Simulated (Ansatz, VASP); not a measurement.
# NaCl: VASP beside Ansatz

INCAR

```
SYSTEM = NaCl
ALGO = Normal
EDIFF = 1E-6
ENCUT = 520
GGA = PE
ISIF = 2
ISMEAR = 0
LASPH = .True.
LCHARG = .False.
LREAL = .False.
LWAVE = .False.
NBANDS = 14
NELM = 80
PREC = Accurate
SIGMA = 0.02
```

The input KPOINTS:

```
k-points
0
Gamma
  8 8 8
  0 0 0
```

The input POSCAR:

```
NaCl
1.0
    0.0000000000      2.7283240046      2.7283240046
    2.7283240046      0.0000000000      2.7283240046
    2.7283240046      2.7283240046      0.0000000000
Na Cl
1 1
Direct
    0.0000000000      0.0000000000      0.0000000000
    0.5000000000      0.5000000000      0.5000000000
```

Input for Ansatz:

```yaml
crystal:
  lattice:
    - [0.0, 2.7283240046, 2.7283240046]
    - [2.7283240046, 0.0, 2.7283240046]
    - [2.7283240046, 2.7283240046, 0.0]
  atoms:
    - { symbol: Na, position: [0.0, 0.0, 0.0] }
    - { symbol: Cl, position: [0.5, 0.5, 0.5] }
basis:
  ecutwfc: 420
kpoints:
  mp_grid: { grid: [8, 8, 8] }
hamiltonian:
  xc: pbe
scf:
  occupations: { method: gaussian, width: 0.02 }
output:
  forces: true
  stress: true
  eigenvalues: true
```

Alike in both runs: task single point; functional PBE; k mesh 8 × 8 × 8; occupations gaussian, width 0.02 eV; no spin polarisation.

|  | VASP | Ansatz |
| --- | --- | --- |
| version | VASP 6.6.1 | Ansatz 0.2.0 |
| potentials or method | VASP PAW PBE potentials, release 64 (Na_pv, Cl), cutoff 520 eV | scalar-relativistic, plane waves, PAW |
| valence electrons in the cell | 14 | 16 |

|  | VASP | Ansatz | Ansatz less VASP |
| --- | --- | --- | --- |
| gap on the k mesh at the Fermi level (eV) | 5.52 | 5.52 | +0.001 |
| least direct gap on the mesh (eV) | 5.52 | 5.52 | +0.001 |
| pressure (GPa) | 4.1 | 4.1 | +0.01 |

The functional is the same, so the differences come from potentials, cutoffs and numerics. VASP's potentials hold 14 valence electrons a cell and Ansatz's 16, so a difference there can come from the potentials and not from the codes.
